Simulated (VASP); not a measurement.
# RbBr (P4/mmm) in VASP: further runs, part 2 of 2

VASP 6.6.1.

## (3) Single point, PBEsol (strain -0.025 along x and y, -0.050 along z)

The input, INCAR:

```
SYSTEM = RbBr
  PREC = Accurate
  ENCUT = 520
  EDIFF = 1E-6
  ISMEAR = 0
  SIGMA = 0.05
  LREAL = .False.
  LASPH = .True.
  NELM = 60
  ALGO = Normal
  ISIF = 2
  LWAVE = .False.
  LCHARG = .False.
  GGA = PS
  NBANDS = 15
```

The input, KPOINTS:

```
regular mesh
0
Gamma
  6 6 6
  0 0 0
```

The input, POSCAR:

```
RbBr
1.0
    4.0229253675      0.0000000000      0.0000000000
    0.0000000000      4.0229253675      0.0000000000
    0.0000000000      0.0000000000      3.9197734350
Rb Br
1 1
Direct
    0.0000000000      0.0000000000      0.0000000000
    0.5000000000      0.5000000000      0.5000000000
```

Potentials or basis: VASP PAW PBE potentials, release 64 (Rb_sv, Br).

On the command line:

```bash
$ cat potpaw_PBE.64/Rb_sv/POTCAR potpaw_PBE.64/Br/POTCAR > POTCAR
$ mpirun -np 1 vasp_std > vasp.out
```

OUTCAR:

```text
SYSTEM = RbBr
   PREC = Accurate
   ENCUT = 520
   EDIFF = 1E-6
   ISMEAR = 0
   LREAL = .False.
   LASPH = .True.
   NELM = 60
   ISIF = 2
   GGA = PS

 ion  position               nearest neighbor table
   1  0.000  0.000  0.000-   2 3.45   2 3.45   2 3.45   2 3.45   2 3.45   2 3.45   2 3.45   2 3.45

   2  0.500  0.500  0.500-   1 3.45   1 3.45   1 3.45   1 3.45   1 3.45   1 3.45   1 3.45   1 3.45

  LATTYP: Found a simple tetragonal cell.
 ALAT       =     4.0229253675
 C/A-ratio  =     0.9743589744

  Lattice vectors:

 A1 = (   4.0229253675,   0.0000000000,   0.0000000000)
 A2 = (   0.0000000000,   4.0229253675,   0.0000000000)
 A3 = (   0.0000000000,   0.0000000000,   3.9197734350)

Analysis of symmetry for initial positions (statically):
=====================================================================
 Subroutine PRICEL returns:
 Original cell was already a primitive cell.

 Routine SETGRP: Setting up the symmetry group for a
 simple tetragonal supercell.

 Subroutine GETGRP returns: Found 16 space group operations
 (whereof 16 operations were pure point group operations)
 out of a pool of 16 trial point group operations.

[... 178 lines left out ...]
      7      -0.4509      2.00000
      8      -0.3021      2.00000
      9       4.0083      0.00000
     10       5.0007      0.00000
     11       5.1227      0.00000
     12       9.7484      0.00000
     13      10.0081      0.00000
     14      10.0081      0.00000
[... 401 lines left out ...]
      2     -12.8876      2.00000
      3      -9.4762      2.00000
      4      -9.4557      2.00000
      5      -9.0242      2.00000
      6      -1.6314      2.00000
      7      -1.2605      2.00000
      8      -0.3737      2.00000
      9       5.4551      0.00000
     10       6.1444      0.00000
     11       7.9591      0.00000
     12       8.0949      0.00000
     13       9.3096      0.00000
     14      10.6309      0.00000
     15      11.6954      0.00000

 [... further k-points ...]

------------------------ aborting loop because EDIFF is reached ----------------------------------------

  FORCE on cell =-STRESS in cart. coord.  units (eV):
  Direction    XX          YY          ZZ          XY          YZ          ZX
  --------------------------------------------------------------------------------------
  -------------------------------------------------------------------------------------
  Total        0.4094864      0.4094864      0.7465634      0.0000000      0.0000000      0.0000000
  in kB       10.3420155     10.3420155     18.8552528      0.0000000      0.0000000      0.0000000
  external PRESSURE =      13.1797613 kB  Pullay stress =       0.0000000 kB

 VOLUME and BASIS-vectors are now :
 -----------------------------------------------------------------------------
  energy-cutoff  :      520.00
  volume of cell :       63.44
      direct lattice vectors                 reciprocal lattice vectors
     4.022925368  0.000000000  0.000000000     0.248575330  0.000000000  0.000000000
     0.000000000  4.022925368  0.000000000     0.000000000  0.248575330  0.000000000
     0.000000000  0.000000000  3.919773435     0.000000000  0.000000000  0.255116786

 POSITION                                       TOTAL-FORCE (eV/Angst)
 -----------------------------------------------------------------------------------
      0.00000      0.00000      0.00000         0.000000      0.000000      0.000000
      2.01146      2.01146      1.95989         0.000000      0.000000      0.000000
 -----------------------------------------------------------------------------------
    total drift:                                0.000000      0.000000     -0.000000

  FREE ENERGIE OF THE ION-ELECTRON SYSTEM (eV)
  ---------------------------------------------------
  free  energy   TOTEN  =        -6.2811829484 eV

  energy  without entropy=       -6.2811829484  energy(sigma->0) =       -6.28118295
```

OSZICAR:

```text
N       E                     dE             d eps       ncg     rms          rms(c)
DAV:   1     0.751120181071E+02    0.75112E+02   -0.69541E+03  1200   0.941E+02
DAV:   2    -0.176316379189E+01   -0.76875E+02   -0.70570E+02  1720   0.164E+02
DAV:   3    -0.636543938232E+01   -0.46023E+01   -0.45852E+01  1615   0.408E+01
DAV:   4    -0.648325776062E+01   -0.11782E+00   -0.11781E+00  1781   0.604E+00
DAV:   5    -0.648412387802E+01   -0.86612E-03   -0.86611E-03  1652   0.488E-01    0.307E+00
DAV:   6    -0.630962789520E+01    0.17450E+00   -0.14385E-01  1473   0.225E+00    0.209E+00
DAV:   7    -0.627992073759E+01    0.29707E-01   -0.85444E-02  1522   0.177E+00    0.978E-01
DAV:   8    -0.628123267074E+01   -0.13119E-02   -0.10976E-02  1487   0.614E-01    0.120E-01
DAV:   9    -0.628111156063E+01    0.12111E-03   -0.38819E-04  1571   0.114E-01    0.473E-02
DAV:  10    -0.628118221011E+01   -0.70649E-04   -0.15583E-04  1408   0.778E-02    0.889E-03
DAV:  11    -0.628118294841E+01   -0.73829E-06   -0.46646E-06  1659   0.133E-02
   1 F= -.62811829E+01 E0= -.62811829E+01  d E =-.334750E-15
```

stdout:

```text
POSCAR found type information on POSCAR RbBr
 POSCAR found :  2 types and       2 ions
 scaLAPACK will be used
 -----------------------------------------------------------------------------
|                                                                             |
|                                                                             |
|     You enforced a specific xc type in the INCAR file but a different       |
|     I HOPE YOU KNOW WHAT YOU ARE DOING!                                     |
|                                                                             |
 -----------------------------------------------------------------------------

 LDA part: xc-table for (Slater+PW92), standard interpolation
 POSCAR, INCAR and KPOINTS ok, starting setup
 FFT: planning ... GRIDC
 FFT: planning ... GRID_SOFT
 FFT: planning ... GRID
 WAVECAR not read
 entering main loop
```

It took 25 s on 1 thread of AMD EPYC 7R13 (Zen 3), shared host; peak memory 0.15 GiB.

Results:

| Quantity | Value |
| --- | --- |
| Free energy | -6.2812 eV |
| Pressure | 1.3 GPa |
| Band gap on the k mesh | 4.16 eV (least direct gap 4.31 eV) |

Stress tensor (GPa, compression positive):
```
1.03 0.00 0.00
0.00 1.03 0.00
0.00 0.00 1.89
```

Levels at points of the mesh, in eV from the valence-band top:
```
           k point  band 4  band 5  band 6  band 7  band 8  band 9  band 10  band 11  band 12  band 13
(0.00, 0.00, 0.00)   -8.98   -8.94   -0.29   -0.29   -0.15    4.16     5.16     5.28     9.90    10.16
(0.50, 0.00, 0.00)   -8.91   -8.88   -2.14   -0.45   -0.27    6.66     7.31     7.96     8.50    10.14
(0.50, 0.50, 0.00)   -9.40   -8.84   -1.27   -1.27    0.00    5.07     6.22     8.04     8.04    11.31
(0.00, 0.00, 0.50)   -8.90   -8.90   -2.16   -0.42   -0.42    6.73     7.37     8.11     8.45     9.94
(0.50, 0.00, 0.50)   -9.38   -8.85   -1.32   -1.24   -0.13    5.12     6.00     7.72     7.80    11.37
(0.50, 0.50, 0.50)   -9.25   -9.25   -1.77   -1.71   -1.71    8.31     8.31     8.46     9.62     9.62
```

Caveat: the cell differs from its parent crystal (strain -0.025 along x and y, -0.050 along z); the PAW data sets were made with another functional, which shifts forces and pressure a little. A k mesh can miss the band edges.
